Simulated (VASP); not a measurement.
## Pb: single point with PBE

Pb:

```
CELL_PARAMETERS angstrom
0.00000 2.66738 2.56859
2.66738 0.00000 2.56859
2.66738 2.66738 0.00000
ATOMIC_POSITIONS crystal
Pb 0.00000 0.00000 0.00000
```

This cell differs from its parent crystal: strain +0.080 along x and y, +0.040 along z.

```yaml
Program: VASP 6.6.1
Task: single point
Functional: PBE
Potentials_or_basis: VASP PAW PBE potentials, release 64 (Pb_d)
Cutoff: 520 eV
k_mesh: 16 × 16 × 16
Occupations: gaussian, width 0.15 eV
Spin: no spin polarisation
```

| Property | Result |
| --- | --- |
| Pressure | -3.9 GPa |
| Band gap on the k mesh | zero (bands 7 and 8 overlap by 7.36 eV) |

Stress tensor (GPa, compression positive):
```
-4.00  0.00  0.00
 0.00 -4.00  0.00
 0.00  0.00 -3.65
```

Levels at points of the mesh, in eV from the Fermi level:
```csv
k point,band 4,band 5,band 6,band 7,band 8,band 9,band 10,band 11
"(0.00, 0.00, 0.00)",-16.95,-16.93,-10.65,5.98,6.02,6.02,9.04,9.58
"(0.50, 0.00, 0.00)",-16.87,-16.86,-8.01,-3.38,4.34,4.80,7.89,9.08
"(0.50, 0.50, 0.00)",-16.84,-16.84,-6.81,-2.44,1.56,1.56,4.68,5.89
"(0.50, 0.00, 0.50)",-16.85,-16.83,-7.10,-2.69,1.84,2.06,4.99,6.24
```

Run time: 66 s on 1 thread of Intel(R) Xeon(R) 6975P-C (Granite Rapids) (shared host), peak memory 0.27 GiB.

Caveat: the cell differs from its parent crystal (strain +0.080 along x and y, +0.040 along z); the cell stands under tension; spin-orbit coupling is left out, which moves the levels of the heavy elements.
